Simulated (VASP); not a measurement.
# ZnS (P1) in VASP: further runs

Runs on ZnS. Level: PBEsol. Tasks: single point.

All numbers are computed with VASP 6.6.1; they aren't measurements. Logs are shortened: lines on timing, memory, paths and dates and some standing lists are left out, and cuts for length are marked.

**1. The cell of the first run**

The typed cell holds 4 atoms: a = 3.811 Å, b = 3.811 Å, c = 6.234 Å, α = 90.00°, β = 90.00°, γ = 120.00°.

**2. Single point, PBEsol**

INCAR reads:

```
  PREC = Accurate
  ENCUT = 520
  EDIFF = 1E-7
  ISMEAR = 0
  SIGMA = 0.01
  LREAL = F
  LASPH = T
  NELM = 100
  ALGO = Normal
  ISIF = 2
  LWAVE = F
  LCHARG = F
  GGA = PS
  NBANDS = 26
```

KPOINTS reads:

```
regular mesh
0
Gamma
  6 6 2
```

POSCAR reads:

```
ZnS
1.0
    3.8110000000      0.0000000000      0.0000000000
   -1.9055000000      3.3004200000      0.0000000000
    0.0000000000      0.0000000000      6.2340000000
Zn S
2 2
Direct
    0.3284000000      0.6450400000      0.9941700000
    0.6863200000      0.3269600000      0.5040000000
    0.3363300000      0.7101100000      0.3884900000
    0.6780800000      0.3268100000      0.8820700000
```

Potentials or basis: VASP PAW PBE potentials, release 64 (Zn, S).

The run is started by

```console
cat potpaw_PBE.64/Zn/POTCAR potpaw_PBE.64/S/POTCAR > POTCAR
mpirun -np 1 vasp_std > vasp.out
```

OUTCAR:

```text
PREC = Accurate
   ENCUT = 520
   EDIFF = 1E-7
   ISMEAR = 0
   LREAL = F
   LASPH = T
   NELM = 100
   ISIF = 2
   GGA = PS

 ion  position               nearest neighbor table
   1  0.328  0.645  0.994-   4 2.26   4 2.31   4 2.36   3 2.47
   2  0.686  0.327  0.504-   3 2.17   3 2.27   4 2.36   3 2.53
   3  0.336  0.710  0.388-   2 2.17   2 2.27   1 2.47   2 2.53
   4  0.678  0.327  0.882-   1 2.26   1 2.31   1 2.36   2 2.36

  LATTYP: Found a hexagonal cell.
 ALAT       =     3.8110000000
 C/A-ratio  =     1.6357911309

  Lattice vectors:

 A1 = (   3.8110000000,   0.0000000000,   0.0000000000)
 A2 = (  -1.9055000000,   3.3004200000,   0.0000000000)
 A3 = (   0.0000000000,   0.0000000000,   6.2340000000)

Analysis of symmetry for initial positions (statically):
=====================================================================
 Subroutine PRICEL returns:
 Original cell was already a primitive cell.

 Routine SETGRP: Setting up the symmetry group for a
 hexagonal supercell.

 Subroutine GETGRP returns: Found  1 space group operations
 (whereof  1 operations were pure point group operations)
 out of a pool of 24 trial point group operations.

The static configuration has the point symmetry C_1 .

Analysis of symmetry for dynamics (positions and initial velocities):
=====================================================================
 Subroutine PRICEL returns:
 Original cell was already a primitive cell.

 Routine SETGRP: Setting up the symmetry group for a
 hexagonal supercell.

 Subroutine GETGRP returns: Found  1 space group operations
 (whereof  1 operations were pure point group operations)
 out of a pool of 24 trial point group operations.

The dynamic configuration has the point symmetry C_1 .

 Subroutine INISYM returns: Found  1 space group operations
 (whereof  1 operations are pure point group operations),
 and found     1 'primitive' translations

----------------------------------------------------------------------------------------

                                     Primitive cell

  volume of cell :      78.4106

  direct lattice vectors                    reciprocal lattice vectors
     3.811000000  0.000000000  0.000000000     0.262398321  0.151495870  0.000000000
    -1.905500000  3.300420000  0.000000000     0.000000000  0.302991740  0.000000000
     0.000000000  0.000000000  6.234000000     0.000000000  0.000000000  0.160410651

  length of vectors
     3.811000000  3.810997563  6.234000000     0.302991547  0.302991740  0.160410651

  position of ions in fractional coordinates (direct lattice)
     0.328400000  0.645040000  0.994170000
     0.686320000  0.326960000  0.504000000
     0.336330000  0.710110000  0.388490000
     0.678080000  0.326810000  0.882070000

  ion indices of the primitive-cell ions
   primitive index   ion index
                 1           1
                 2           2
                 3           3
                 4           4

----------------------------------------------------------------------------------------

 KPOINTS: regular mesh

Automatic generation of k-mesh.
 Grid dimensions read from file:
 generate k-points for:    6    6    2

 Generating k-lattice:

  Cartesian coordinates                     Fractional coordinates (reciprocal lattice)
     0.043733053  0.025249312  0.000000000     0.166666667  0.000000000  0.000000000
     0.000000000  0.050498623  0.000000000     0.000000000  0.166666667  0.000000000
     0.000000000  0.000000000  0.080205326     0.000000000  0.000000000  0.500000000

  Length of vectors
     0.050498591  0.050498623  0.080205326

  Shift w.r.t. Gamma in fractional coordinates (k-lattice)
     0.000000000  0.000000000  0.000000000

 Subroutine IBZKPT returns following result:
 ===========================================

 Found     40 irreducible k-points:

 Following reciprocal coordinates:
            Coordinates               Weight
  0.000000  0.000000  0.000000      1.000000
  0.166667  0.000000  0.000000      2.000000
  0.000000  0.166667  0.000000      2.000000
 -0.166667  0.166667  0.000000      2.000000
  0.333333  0.000000  0.000000      2.000000
  0.000000  0.333333  0.000000      2.000000
[... 16 lines left out ...]
  0.000000  0.166667  0.500000      2.000000
 -0.166667  0.166667  0.500000      2.000000
 [... further k-points ...]
   k-points           NKPTS =     40   k-points in BZ     NKDIM =     40   number of bands    NBANDS=     26
   number of dos      NEDOS =    301   number of ions     NIONS =      4
   total plane-waves  NPLWV =  37632
   dimension x,y,z NGX =    28 NGY =   28 NGZ =   48
   dimension x,y,z NGXF=    56 NGYF=   56 NGZF=   96
   ions per type =               2   2
   NGX,Y,Z   is equivalent  to a cutoff of  12.21, 12.21, 12.80 a.u.
   NGXF,Y,Z  is equivalent  to a cutoff of  24.43, 24.43, 25.60 a.u.
 SYSTEM =  unknown system
   PREC   = accura    normal or accurate (medium, high low for compatibility)
   ISTART =      0    job   : 0-new  1-cont  2-samecut
   ICHARG =      2    charge: 1-file 2-atom 10-const
   ISPIN  =      1    spin polarized calculation?
   LNONCOLLINEAR =      F non collinear calculations
   LSORBIT =      F    spin-orbit coupling
   LASPH  =      T    aspherical Exc in radial PAW
   ENCUT  =  520.0 eV  38.22 Ry    6.18 a.u.   7.09  7.09 11.59*2*pi/ulx,y,z
   NELM   =    100;   NELMIN=  2; NELMDL= -5     # of ELM steps
   EDIFF  = 0.1E-06   stopping-criterion for ELM
   LREAL  =      F    real-space projection
   EDIFFG = 0.1E-05   stopping-criterion for IOM
   NSW    =      0    number of steps for IOM
   IBRION =     -1    ionic relax: 0-MD 1-quasi-New 2-CG
   NFREE  =      0    steps in history (QN), initial steepest desc. (CG)
   ISIF   =      2    stress and relaxation
   ISYM   =      2    0-nonsym 1-usesym 2-fastsym
   POTIM  = 0.5000    time-step for ionic-motion
   TEBEG  =    0.0;   TEEND  =   0.0 temperature during run
   PSTRESS=    0.0 pullay stress
   NELECT =      36.0000    total number of electrons
   NUPDOWN=      -1.0000    fix difference up-down
   EMIN   =  10.00;   EMAX   =-10.00  energy-range for DOS
   EFERMI =   0.00;   METHOD = LEGACY
   ISMEAR =     0;   SIGMA  =   0.01  broadening in eV -4-tet -1-fermi 0-gaus
   EFERMI_NEDOS =   21; number of points for ismear=-14 and -15
   IALGO  =     38    algorithm
   IMIX   =      4    mixing-type and parameters
     AMIX     =   0.40;   BMIX     =  1.00
     AMIX_MAG =   1.60;   BMIX_MAG =  1.00
  volume/ion in A,a.u.               =      19.60       132.29
  Fermi-wavevector in a.u.,A,eV,Ry     =   1.262944  2.386618 21.701659  1.595027
  Thomas-Fermi vector in A             =   2.396326
   LORBIT       =      0    0 simple, 1 ext, 2 COOP (PROOUT), +10 PAW based schemes
   GGA     = PS    functional components
   LHFCALC =     F    Hartree Fock is set to
   AEXX    =    0.0000 exact exchange contribution
   IVDW    =     0    specifies the selected vdW correction
   LEPSILON=     F    determine dielectric tensor
   LRPA    =     F    only Hartree local field effects (RPA)
 non-spin polarized calculation
 Gauss-broadening in eV      SIGMA  =   0.01
  energy-cutoff  :      520.00
  volume of cell :       78.41
 maximum number of plane-waves:      2133
   NGX = 15   NGY = 15   NGZ = 23

 number of electron      36.0000009 magnetization

 Free energy of the ion-electron system (eV)
  ---------------------------------------------------
  ext. energy  EPLUGINS =         0.00000000
  ---------------------------------------------------
  free energy    TOTEN  =       -14.94638072 eV

  energy without entropy =      -14.94638072  energy(sigma->0) =      -14.94638072

 E-fermi :   2.2191     XC(G=0):  -9.8677

 val. band max:        2.1360377000   @ k =   0.0000   0.0000   0.0000
 cond. band min:       4.1775040845   @ k =   0.0000   0.0000   0.0000
 fundamental gap:      2.0414663845
 Fermi energy:         2.2190762841

 k-point     1 :       0.0000    0.0000    0.0000
  band No.  band energies     occupation
      1     -11.1851      2.00000
      2     -10.2255      2.00000
      3      -4.4681      2.00000
      4      -4.4077      2.00000
      5      -4.3602      2.00000
      6      -4.3332      2.00000
[... 18 lines left out ...]
     25      10.0998      0.00000
     26      11.1376      0.00000

 k-point     2 :       0.1667    0.0000    0.0000
  band No.  band energies     occupation
      1     -10.9950      2.00000
      2     -10.1154      2.00000
      3      -4.4756      2.00000
      4      -4.3903      2.00000
      5      -4.3116      2.00000
      6      -4.2792      2.00000
[... 18 lines left out ...]
     25      10.1729      0.00000
     26      10.5970      0.00000

 k-point     3 :       0.0000    0.1667    0.0000
  band No.  band energies     occupation
      1     -10.9947      2.00000
      2     -10.1176      2.00000
      3      -4.4752      2.00000
      4      -4.3746      2.00000
      5      -4.3442      2.00000
      6      -4.2797      2.00000
[... 18 lines left out ...]
     25      10.3159      0.00000
     26      10.5014      0.00000

 k-point     4 :      -0.1667    0.1667    0.0000
  band No.  band energies     occupation
      1     -11.0065      2.00000
      2     -10.1198      2.00000
      3      -4.4411      2.00000
      4      -4.4032      2.00000
      5      -4.3319      2.00000
      6      -4.3044      2.00000
[... 18 lines left out ...]
     25      10.0887      0.00000
     26      10.7819      0.00000
[... 496 lines left out ...]
      1     -10.6961      2.00000
      2     -10.4753      2.00000
      3      -4.4746      2.00000
      4      -4.4323      2.00000
      5      -4.3161      2.00000
      6      -4.2990      2.00000
[... 18 lines left out ...]
     25       9.4944      0.00000
     26       9.9429      0.00000

 k-point    23 :       0.0000    0.1667    0.5000
  band No.  band energies     occupation
      1     -10.7001      2.00000
      2     -10.4722      2.00000
      3      -4.4835      2.00000
      4      -4.3944      2.00000
      5      -4.3627      2.00000
      6      -4.2976      2.00000
[... 18 lines left out ...]
     25       9.5647      0.00000
     26       9.7585      0.00000

 k-point    24 :      -0.1667    0.1667    0.5000
  band No.  band energies     occupation
      1     -10.7002      2.00000
      2     -10.4894      2.00000
      3      -4.4471      2.00000
      4      -4.4146      2.00000
      5      -4.3411      2.00000
      6      -4.3136      2.00000
[... 18 lines left out ...]
     25       9.4912      0.00000
     26       9.9811      0.00000

 [... further k-points ...]
[... 5 lines left out ...]
  --------------------------------------------------------------------------------------
  -------------------------------------------------------------------------------------
  Total       -0.4324392      1.3319854     -0.9349691      0.9964498      0.8018761     -0.0802057
  in kB       -8.8361011     27.2166770    -19.1043772     20.3606229     16.3848659     -1.6388556
  external PRESSURE =      -0.2412671 kB  Pullay stress =       0.0000000 kB

 VOLUME and BASIS-vectors are now :
 -----------------------------------------------------------------------------
  energy-cutoff  :      520.00
  volume of cell :       78.41
      direct lattice vectors                 reciprocal lattice vectors
     3.811000000  0.000000000  0.000000000     0.262398321  0.151495870  0.000000000
    -1.905500000  3.300420000  0.000000000     0.000000000  0.302991740  0.000000000
     0.000000000  0.000000000  6.234000000     0.000000000  0.000000000  0.160410651

 POSITION                                       TOTAL-FORCE (eV/Angst)
 -----------------------------------------------------------------------------------
      0.02241      2.12890      6.19766         0.214266      0.403592      0.597746
      1.99254      1.07911      3.14194        -0.509395      1.151853      0.335006
     -0.07136      2.34366      2.42185         0.595196     -1.322401     -0.855139
      1.96143      1.07861      5.49882        -0.300067     -0.233044     -0.077613
 -----------------------------------------------------------------------------------
    total drift:                               -0.002569     -0.001296      0.000906

  FREE ENERGIE OF THE ION-ELECTRON SYSTEM (eV)
  ---------------------------------------------------
  free  energy   TOTEN  =       -14.9463807228 eV

  energy  without entropy=      -14.9463807228  energy(sigma->0) =      -14.94638072
```

Wall time 40 s (1 thread of AMD EPYC 9R45 (Zen 5), shared host); peak memory 0.19 GiB.

What came out:

```
Free energy            : -14.9464 eV
Pressure               : 0.0 GPa
Largest force          : 1.684 eV/Å
Band gap on the k mesh : 2.04 eV
```

Forces in eV/Å, atoms in the order of the input:
```
Zn   0.214  0.404  0.598
Zn  -0.509  1.152  0.335
S    0.595 -1.322 -0.855
S   -0.300 -0.233 -0.078
```

Stress tensor (GPa, compression positive):
```
-0.88  2.04 -0.16
 2.04  2.72  1.64
-0.16  1.64 -1.91
```

Caveat: the k points lie up to 0.50 Å⁻¹ apart; the PAW data sets were made with another functional, which shifts forces and pressure a little.

**3. Single point, PBEsol**

INCAR: that of step 2 with these lines changed.

```diff
@@ -2,3 +2,3 @@
   ENCUT = 520
-  EDIFF = 1E-7
+  EDIFF = 1E-6
   ISMEAR = 0
@@ -7,3 +7,3 @@
   LASPH = T
-  NELM = 100
+  NELM = 80
   ALGO = Normal
```

KPOINTS reads:

```
Automatic mesh
0
Gamma
  6 6 2
```

POSCAR: that of step 2 with these lines changed.

```diff
@@ -8,3 +8,3 @@
 Direct
-    0.3284000000      0.6450400000      0.9941700000
+    0.3284000000      0.6450400000      0.9948116426
     0.6863200000      0.3269600000      0.5040000000
```

Potentials or basis: VASP PAW PBE potentials, release 64 (Zn, S).

The run is started by

```console
cat potpaw_PBE.64/Zn/POTCAR potpaw_PBE.64/S/POTCAR > POTCAR
mpirun -np 1 vasp_std > vasp.out
```

Run time: 35 s. Hardware: 1 thread of AMD EPYC 9R45 (Zen 5), shared host; peak memory 0.19 GiB.

The run converged. Its results:

```yaml
Free_energy: -14.9487 eV
Pressure: 0.0 GPa
Largest_force: 1.680 eV/Å
Band_gap_on_the_k_mesh: 2.04 eV
```

Forces on the atoms (eV/Å):
```
Zn   0.212  0.401  0.579
Zn  -0.509  1.152  0.342
S    0.595 -1.322 -0.849
S   -0.298 -0.231 -0.072
```

Stress tensor (GPa, compression positive):
```
-0.91  2.03 -0.17
 2.03  2.71  1.64
-0.17  1.64 -1.89
```

Levels at points of the mesh, in eV from the valence-band top:
```tsv
k point	band 14	band 15	band 16	band 17	band 18	band 19	band 20	band 21	band 22	band 23
(0.00, 0.00, 0.00)	-1.16	-0.79	-0.16	-0.03	0.00	2.04	2.86	6.09	6.22	6.41
(0.50, 0.00, 0.00)	-4.42	-3.21	-2.26	-1.78	-0.98	3.48	4.13	5.00	6.85	7.40
(0.00, 0.50, 0.00)	-4.49	-3.13	-2.32	-1.86	-1.02	3.39	4.31	5.41	6.81	7.12
(0.50, 0.50, 0.00)	-4.01	-3.42	-2.38	-1.34	-1.05	3.27	3.83	4.50	6.94	7.64
(0.00, 0.00, 0.50)	-2.73	-0.83	-0.68	-0.49	-0.16	3.24	3.44	6.15	6.29	6.52
(0.50, 0.00, 0.50)	-5.03	-1.96	-1.71	-1.64	-1.29	3.31	3.46	4.89	5.00	8.83
(0.00, 0.50, 0.50)	-4.99	-1.88	-1.71	-1.59	-1.34	3.11	3.50	4.78	5.18	8.77
(0.50, 0.50, 0.50)	-4.61	-1.96	-1.79	-1.68	-1.51	3.35	3.66	4.67	5.07	8.73
```

Caveat: the k points lie up to 0.50 Å⁻¹ apart; the PAW data sets were made with another functional, which shifts forces and pressure a little. Expect the measured gap to be larger: semilocal functionals such as PBEsol lack the derivative discontinuity.
